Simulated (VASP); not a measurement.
Runs of VASP 6.6.1 on Pb. The structure is that of space group Fd-3m (No. 227), or close to it. The cells are those of the table. This isn't the form of Pb at room conditions, which is fcc.

| task | level | cell | k mesh | cutoff (eV) | smearing | tolerance level | purpose | passes | dipole correction | grid for exact exchange (PRECFOCK) | gap on the mesh (eV) | pressure (GPa) |
| --- | --- | --- | --- | --- | --- | --- | --- | --- | --- | --- | --- | --- |
| relaxation of cell and atoms | PBEsol | relaxed from a = 4.912 Å, angles 60.0°, 2 atoms | 9 × 9 × 9 | 620 | methfessel-paxton 0.05 eV | standard | cell | 3 | - | - | none | 0.0 |
| single point | HSE06 | a = 4.896 Å, angles 60.0°, 2 atoms | 4 × 4 × 4 | 520 | fermi-dirac 0.05 eV | - | - | - | no | Normal | none | 1.0 |
| single point | HSE06 | a = 4.927 Å, angles 60.0°, 2 atoms | 4 × 4 × 4 | 520 | fermi-dirac 0.05 eV | - | - | - | no | Normal | none | (a) |
| single point | PBE-based screened hybrid with 25 % exact exchange | a = 4.863 Å, angles 60.0°, 2 atoms | 4 × 4 × 4 | 520 | fermi-dirac 0.05 eV | - | - | - | no | Normal | none | 1.9 |

Alike in all rows: potentials or basis VASP PAW PBE potentials, release 64 (Pb_d); no spin polarisation.

Q: Fill in the values left out.

A: (a) 0.4.

Caveats: some runs use coarse meshes; the PAW data sets were made with another functional, which shifts forces and pressure a little; spin-orbit coupling is left out, which moves the levels of the heavy elements.

A k mesh can miss the band edges, and the runs leave out spin-orbit coupling on Pb.

A gap of «none» marks levels without a gap at the run's occupations.
